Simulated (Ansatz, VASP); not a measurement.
## One calculation of Fe, two programs

File INCAR:

```
SYSTEM = Fe
PREC = Accurate
ENCUT = 520
EDIFF = 1E-7
ISMEAR = 0
SIGMA = 0.1
LREAL = .False.
LASPH = .True.
NELM = 150
ALGO = Normal
ISIF = 2
LWAVE = .False.
LCHARG = .False.
ISPIN = 2
MAGMOM = 4 -4
LORBIT = 11
LMAXMIX = 4
GGA = PE
NBANDS = 19
```

The input KPOINTS:

```
regular mesh
0
Gamma
  20 20 10
  0 0 0
```

POSCAR

```
Fe
1.0
    1.4984397099      3.8834793812      1.9651051623
    1.4984397099      0.0000000000      1.9651051623
    2.9968794198      3.8834793812      0.0000000000
Fe
2
Direct
    0.0000000000      0.0000000000      0.0000000000
    0.0000000000      0.0000000000      0.5000000000
```

Input for Ansatz:

```yaml
crystal:
  lattice:
    - [1.4984397099, 3.8834793812, 1.9651051623]
    - [1.4984397099, 0.0, 1.9651051623]
    - [2.9968794198, 3.8834793812, 0.0]
  atoms:
    - { symbol: Fe, position: [0.0, 0.0, 0.0], spin: 4.0 }
    - { symbol: Fe, position: [0.0, 0.0, 0.5], spin: -4.0 }
basis:
  ecutwfc: 420
kpoints:
  mp_grid: { grid: [20, 20, 10] }
hamiltonian:
  xc: pbe
scf:
  occupations: { method: gaussian, width: 0.1 }
  lower_state_search: "off"
output:
  forces: true
  stress: true
  eigenvalues: true
  populations: true
magnetization:
  spin_polarized: true
```

Alike in both runs: task single point; functional PBE; k mesh 20 × 20 × 10; occupations gaussian, width 0.1 eV; collinear spin.

|  | VASP | Ansatz |
| --- | --- | --- |
| version | VASP 6.6.1 | Ansatz 0.2.0 |
| potentials or method | VASP PAW PBE potentials, release 64 (Fe), cutoff 520 eV | scalar-relativistic, plane waves, PAW |
| valence electrons in the cell | 16 | 32 |

```tsv
	VASP	Ansatz	Ansatz less VASP
gap on the k mesh at the Fermi level (eV)	none	none	-
pressure (GPa)	-6.0	-5.9	+0.17
traceless stress, the component that is largest in VASP (GPa)	-10.78	-11.02	-0.236
net moment per atom (μB)	0.00	0.00	0.000
size of the moment on the site where the two differ most (μB)	1.89	1.85	-0.040
```

Site moments also hang on the region over which each program counts them. A gap of «none» marks a metal or a gap that the smearing closes. VASP's potentials hold 16 valence electrons a cell and Ansatz's 32, so a difference there can come from the potentials and not from the codes.
